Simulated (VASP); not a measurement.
# LiH (Fm-3m) in VASP: further runs

LiH is run at these levels: PBE; tasks: single point.

All numbers are computed with VASP 6.6.1; they aren't measurements. Logs are shortened: lines on timing, memory, paths and dates and some standing lists are left out, and cuts for length are marked.

## Step 1: The cell of the first run

Symmetry: Fm-3m, No. 225, cubic system. The conventional cell has a = 4.006 Å, b = 4.006 Å, c = 4.006 Å, α = 90.00°, β = 90.00°, γ = 90.00°. Within 2.7 Å of Li (site symmetry m-3m) lie 6 H at 2.00 Å. H (site symmetry m-3m) has 6 Li at 2.00 Å within 2.7 Å.

## Step 2: Single point, PBE

File INCAR:

```
SYSTEM = LiH
ALGO = Normal
EDIFF = 1E-7
ENCUT = 520
GGA = PE
ISIF = 2
ISMEAR = 0
LASPH = .TRUE.
LCHARG = .FALSE.
LREAL = .FALSE.
LWAVE = .FALSE.
NBANDS = 9
NELM = 100
PREC = Accurate
SIGMA = 0.01
```

File KPOINTS:

```
k-points
0
G
  10 10 10
  0 0 0
```

File POSCAR:

```
LiH
1.0
    0.0000000000      2.0029948666      2.0029948666
    2.0029948666      0.0000000000      2.0029948666
    2.0029948666      2.0029948666      0.0000000000
Li H
1 1
Direct
    0.0000000000      0.0000000000      0.0000000000
    0.5000000000      0.5000000000      0.5000000000
```

Potentials or basis: VASP PAW PBE potentials, release 64 (Li_sv, H).

Launch:

```console
$ cat potpaw_PBE.64/Li_sv/POTCAR potpaw_PBE.64/H/POTCAR > POTCAR
$ mpirun -np 1 vasp_std > vasp.out
```

OUTCAR:

```text
SYSTEM = LiH
   EDIFF = 1E-7
   ENCUT = 520
   GGA = PE
   ISIF = 2
   ISMEAR = 0
   LASPH = .TRUE.
   LREAL = .FALSE.
   NELM = 100
   PREC = Accurate

 ion  position               nearest neighbor table
   1  0.000  0.000  0.000-
   2  0.500  0.500  0.500-

  LATTYP: Found a face centered cubic cell.
 ALAT       =     4.0059897332

  Lattice vectors:

 A1 = (   0.0000000000,   2.0029948666,   2.0029948666)
 A2 = (   2.0029948666,   0.0000000000,   2.0029948666)
 A3 = (   2.0029948666,   2.0029948666,   0.0000000000)

Analysis of symmetry for initial positions (statically):
=====================================================================
 Subroutine PRICEL returns:
 Original cell was already a primitive cell.

 Routine SETGRP: Setting up the symmetry group for a
 face centered cubic supercell.

 Subroutine GETGRP returns: Found 48 space group operations
 (whereof 48 operations were pure point group operations)
 out of a pool of 48 trial point group operations.

The static configuration has the point symmetry O_h .

Analysis of symmetry for dynamics (positions and initial velocities):
=====================================================================
 Subroutine PRICEL returns:
 Original cell was already a primitive cell.

 Routine SETGRP: Setting up the symmetry group for a
 face centered cubic supercell.

 Subroutine GETGRP returns: Found 48 space group operations
 (whereof 48 operations were pure point group operations)
 out of a pool of 48 trial point group operations.

The dynamic configuration has the point symmetry O_h .

 Subroutine INISYM returns: Found 48 space group operations
 (whereof 48 operations are pure point group operations),
 and found     1 'primitive' translations

----------------------------------------------------------------------------------------

                                     Primitive cell

  volume of cell :      16.0720

  direct lattice vectors                    reciprocal lattice vectors
     0.000000000  2.002994867  2.002994867    -0.249626201  0.249626201  0.249626201
     2.002994867  0.000000000  2.002994867     0.249626201 -0.249626201  0.249626201
     2.002994867  2.002994867  0.000000000     0.249626201  0.249626201 -0.249626201

  length of vectors
     2.832662506  2.832662506  2.832662506     0.432365264  0.432365264  0.432365264

  position of ions in fractional coordinates (direct lattice)
     0.000000000  0.000000000  0.000000000
     0.500000000  0.500000000  0.500000000

  ion indices of the primitive-cell ions
   primitive index   ion index
                 1           1
                 2           2

----------------------------------------------------------------------------------------

 KPOINTS: k-points

Automatic generation of k-mesh.
 Grid dimensions read from file:
 generate k-points for:   10   10   10

 Generating k-lattice:

  Cartesian coordinates                     Fractional coordinates (reciprocal lattice)
    -0.024962620  0.024962620  0.024962620     0.100000000  0.000000000  0.000000000
     0.024962620 -0.024962620  0.024962620     0.000000000  0.100000000  0.000000000
     0.024962620  0.024962620 -0.024962620     0.000000000  0.000000000  0.100000000

  Length of vectors
     0.043236526  0.043236526  0.043236526

  Shift w.r.t. Gamma in fractional coordinates (k-lattice)
     0.000000000  0.000000000  0.000000000

 Subroutine IBZKPT returns following result:
 ===========================================

 Found     47 irreducible k-points:

 Following reciprocal coordinates:
            Coordinates               Weight
  0.000000  0.000000  0.000000      1.000000
  0.100000  0.000000  0.000000      8.000000
  0.200000  0.000000  0.000000      8.000000
  0.300000  0.000000  0.000000      8.000000
  0.400000  0.000000  0.000000      8.000000
  0.500000  0.000000  0.000000      4.000000
[... 16 lines left out ...]
  0.300000  0.300000  0.000000      6.000000
  0.400000  0.300000  0.000000     24.000000
 [... further k-points ...]
   k-points           NKPTS =     47   k-points in BZ     NKDIM =     47   number of bands    NBANDS=      9
   number of dos      NEDOS =    301   number of ions     NIONS =      2
   total plane-waves  NPLWV =  13824
   dimension x,y,z NGX =    24 NGY =   24 NGZ =   24
   dimension x,y,z NGXF=    48 NGYF=   48 NGZF=   48
   ions per type =               1   1
   NGX,Y,Z   is equivalent  to a cutoff of  14.09, 14.09, 14.09 a.u.
   NGXF,Y,Z  is equivalent  to a cutoff of  28.17, 28.17, 28.17 a.u.
 SYSTEM =  LiH
   PREC   = accura    normal or accurate (medium, high low for compatibility)
   ISTART =      0    job   : 0-new  1-cont  2-samecut
   ICHARG =      2    charge: 1-file 2-atom 10-const
   ISPIN  =      1    spin polarized calculation?
   LNONCOLLINEAR =      F non collinear calculations
   LSORBIT =      F    spin-orbit coupling
   LASPH  =      T    aspherical Exc in radial PAW
   ENCUT  =  520.0 eV  38.22 Ry    6.18 a.u.   5.27  5.27  5.27*2*pi/ulx,y,z
   NELM   =    100;   NELMIN=  2; NELMDL= -5     # of ELM steps
   EDIFF  = 0.1E-06   stopping-criterion for ELM
   LREAL  =      F    real-space projection
   EDIFFG = 0.1E-05   stopping-criterion for IOM
   NSW    =      0    number of steps for IOM
   IBRION =     -1    ionic relax: 0-MD 1-quasi-New 2-CG
   NFREE  =      0    steps in history (QN), initial steepest desc. (CG)
   ISIF   =      2    stress and relaxation
   ISYM   =      2    0-nonsym 1-usesym 2-fastsym
   POTIM  = 0.5000    time-step for ionic-motion
   TEBEG  =    0.0;   TEEND  =   0.0 temperature during run
   PSTRESS=    0.0 pullay stress
   NELECT =       4.0000    total number of electrons
   NUPDOWN=      -1.0000    fix difference up-down
   EMIN   =  10.00;   EMAX   =-10.00  energy-range for DOS
   EFERMI =   0.00;   METHOD = LEGACY
   ISMEAR =     0;   SIGMA  =   0.01  broadening in eV -4-tet -1-fermi 0-gaus
   EFERMI_NEDOS =   21; number of points for ismear=-14 and -15
   IALGO  =     38    algorithm
   IMIX   =      4    mixing-type and parameters
     AMIX     =   0.40;   BMIX     =  1.00
     AMIX_MAG =   1.60;   BMIX_MAG =  1.00
  volume/ion in A,a.u.               =       8.04        54.23
  Fermi-wavevector in a.u.,A,eV,Ry     =   1.029765  1.945975 14.427848  1.060417
  Thomas-Fermi vector in A             =   2.163830
   LORBIT       =      0    0 simple, 1 ext, 2 COOP (PROOUT), +10 PAW based schemes
   GGA     = PE    functional components
   LHFCALC =     F    Hartree Fock is set to
   AEXX    =    0.0000 exact exchange contribution
   IVDW    =     0    specifies the selected vdW correction
   LEPSILON=     F    determine dielectric tensor
   LRPA    =     F    only Hartree local field effects (RPA)
 non-spin polarized calculation
 Gauss-broadening in eV      SIGMA  =   0.01
  energy-cutoff  :      520.00
  volume of cell :       16.07
 maximum number of plane-waves:       444
 NGX is ok and might be reduce to    24
   NGX = 11   NGY = 11   NGZ = 11

 number of electron       3.9999995 magnetization

 Free energy of the ion-electron system (eV)
  ---------------------------------------------------
  ext. energy  EPLUGINS =         0.00000000
  ---------------------------------------------------
  free energy    TOTEN  =        -6.12708354 eV

  energy without entropy =       -6.12708354  energy(sigma->0) =       -6.12708354

 E-fermi :   0.1514     XC(G=0):  -8.5177

 val. band max:        0.1001164790   @ k =   0.5000   0.5000   0.0000
 cond. band min:       3.0779941951   @ k =   0.5000   0.5000   0.0000
 fundamental gap:      2.9778777162
 Fermi energy:         0.1514431961

 k-point     1 :       0.0000    0.0000    0.0000
  band No.  band energies     occupation
      1     -44.1885      2.00000
      2      -5.3403      2.00000
      3      16.2201      0.00000
      4      18.0107      0.00000
      5      18.0107      0.00000
      6      18.0107      0.00000
      7      22.7297      0.00000
      8      22.7297      0.00000
      9      22.7297      0.00000

 k-point     2 :       0.1000    0.0000    0.0000
  band No.  band energies     occupation
      1     -44.1842      2.00000
      2      -5.1634      2.00000
      3      14.7386      0.00000
      4      17.0150      0.00000
      5      17.6214      0.00000
      6      17.6214      0.00000
      7      22.1605      0.00000
      8      23.5712      0.00000
      9      23.5712      0.00000

 k-point     3 :       0.2000    0.0000    0.0000
  band No.  band energies     occupation
      1     -44.1725      2.00000
      2      -4.6461      2.00000
      3      11.4791      0.00000
      4      15.7442      0.00000
      5      16.9934      0.00000
      6      16.9934      0.00000
      7      23.0059      0.00000
      8      23.3625      0.00000
      9      23.3626      0.00000

 k-point     4 :       0.3000    0.0000    0.0000
  band No.  band energies     occupation
      1     -44.1581      2.00000
      2      -3.8495      2.00000
      3       8.3286      0.00000
      4      14.6980      0.00000
      5      16.6132      0.00000
      6      16.6132      0.00000
      7      21.2906      0.00000
      8      21.2906      0.00000
      9      24.5614      0.00000
[... 205 lines left out ...]
 k-point    22 :      -0.2000    0.2000    0.0000
  band No.  band energies     occupation
      1     -44.1532      2.00000
      2      -3.5121      2.00000
      3       9.6359      0.00000
      4       9.7812      0.00000
      5      16.1456      0.00000
      6      17.1451      0.00000
      7      21.9285      0.00000
      8      24.0469      0.00000
      9      25.7243      0.00000

 k-point    23 :       0.3000    0.3000    0.0000
  band No.  band energies     occupation
      1     -44.1485      2.00000
      2      -3.1123      2.00000
      3       8.6846      0.00000
      4      12.3530      0.00000
      5      12.3530      0.00000
      6      15.5833      0.00000
      7      17.5765      0.00000
      8      28.6676      0.00000
      9      31.1540      0.00000

 k-point    24 :       0.4000    0.3000    0.0000
  band No.  band energies     occupation
      1     -44.1395      2.00000
      2      -2.2202      2.00000
      3       6.7945      0.00000
      4      10.5843      0.00000
      5      11.9115      0.00000
      6      16.3494      0.00000
      7      17.6849      0.00000
      8      29.7082      0.00000
      9      30.1718      0.00000

 [... further k-points ...]
[... 5 lines left out ...]
  --------------------------------------------------------------------------------------
  -------------------------------------------------------------------------------------
  Total       -0.0217606     -0.0217606     -0.0217606      0.0000000     -0.0000000     -0.0000000
  in kB       -2.1692634     -2.1692634     -2.1692634      0.0000000     -0.0000000     -0.0000000
  external PRESSURE =      -2.1692634 kB  Pullay stress =       0.0000000 kB

 VOLUME and BASIS-vectors are now :
 -----------------------------------------------------------------------------
  energy-cutoff  :      520.00
  volume of cell :       16.07
      direct lattice vectors                 reciprocal lattice vectors
     0.000000000  2.002994867  2.002994867    -0.249626201  0.249626201  0.249626201
     2.002994867  0.000000000  2.002994867     0.249626201 -0.249626201  0.249626201
     2.002994867  2.002994867  0.000000000     0.249626201  0.249626201 -0.249626201

 POSITION                                       TOTAL-FORCE (eV/Angst)
 -----------------------------------------------------------------------------------
      0.00000      0.00000      0.00000         0.000000      0.000000      0.000000
      2.00299      2.00299      2.00299        -0.000000     -0.000000     -0.000000
 -----------------------------------------------------------------------------------
    total drift:                                0.000000     -0.000000     -0.000000

  FREE ENERGIE OF THE ION-ELECTRON SYSTEM (eV)
  ---------------------------------------------------
  free  energy   TOTEN  =        -6.1270835372 eV

  energy  without entropy=       -6.1270835372  energy(sigma->0) =       -6.12708354
```

Run time: 18 s. Hardware: 1 thread of AMD EPYC 7R13, shared host; peak memory 0.1 GiB.

Results:

```
Free energy            : -6.1271 eV
Band gap on the k mesh : 2.98 eV, direct
```

Levels at points of the mesh, in eV from the valence-band top:
```tsv
k point	band 1	band 2	band 3	band 4	band 5	band 6
(0.00, 0.00, 0.00)	-44.29	-5.44	16.12	17.91	17.91	17.91
(0.50, 0.00, 0.00)	-44.24	-2.63	4.93	13.68	16.52	16.52
(0.50, 0.50, 0.00)	-44.23	0.00	2.98	10.82	10.82	13.99
```

Caveat: the cutoff is under 1.25 times the usual one of these potentials, so pressure, stress and relaxed cells hold a basis-set (Pulay) error. A k mesh can miss the band edges.

## Step 3: Single point, PBE (volume changed by +3%)

File INCAR:

```
SYSTEM = LiH
ALGO     = Normal         ! electronic algorithm
EDIFF    = 1E-6           ! SCF threshold, eV
ENCUT    = 520            ! plane-wave cutoff, eV
GGA      = PE             ! functional
ISIF     = 2              ! what is computed and relaxed
ISMEAR   = 0              ! smearing method
LASPH    = .TRUE.         ! aspherical terms in the spheres
LCHARG   = .FALSE.        ! write CHGCAR
LREAL    = .FALSE.        ! projectors in reciprocal space
LWAVE    = .FALSE.        ! write WAVECAR
NBANDS   = 9              ! bands
NELM     = 80             ! most SCF steps
PREC     = Accurate       ! precision mode
SIGMA    = 0.01           ! smearing width, eV
```

KPOINTS is that of step 2.

File POSCAR:

```
LiH
1.0
    0.0000000000      2.0228277888      2.0228277888
    2.0228277888      0.0000000000      2.0228277888
    2.0228277888      2.0228277888      0.0000000000
Li H
1 1
Direct
    0.0000000000      0.0000000000      0.0000000000
    0.5000000000      0.5000000000      0.5000000000
```

Potentials or basis: VASP PAW PBE potentials, release 64 (Li_sv, H).

Launch:

```console
$ cat potpaw_PBE.64/Li_sv/POTCAR potpaw_PBE.64/H/POTCAR > POTCAR
$ mpirun -np 1 vasp_std > vasp.out
```

Run time: 17 s. Hardware: 1 thread of AMD EPYC 7R13, shared host; peak memory 0.1 GiB.

It converged, with:

- Free energy: -6.1256 eV
- Band gap on the k mesh: 3.00 eV, direct

Levels at points of the mesh, in eV from the valence-band top:
```
           k point  band 1  band 2  band 3  band 4  band 5
(0.00, 0.00, 0.00)  -44.32   -5.33   15.73   17.61   17.61
(0.50, 0.00, 0.00)  -44.28   -2.55    4.86   13.42   16.25
(0.50, 0.50, 0.00)  -44.26    0.00    3.00   10.68   10.68
```

Caveat: the cutoff is under 1.25 times the usual one of these potentials, so pressure, stress and relaxed cells hold a basis-set (Pulay) error. A k mesh can miss the band edges.
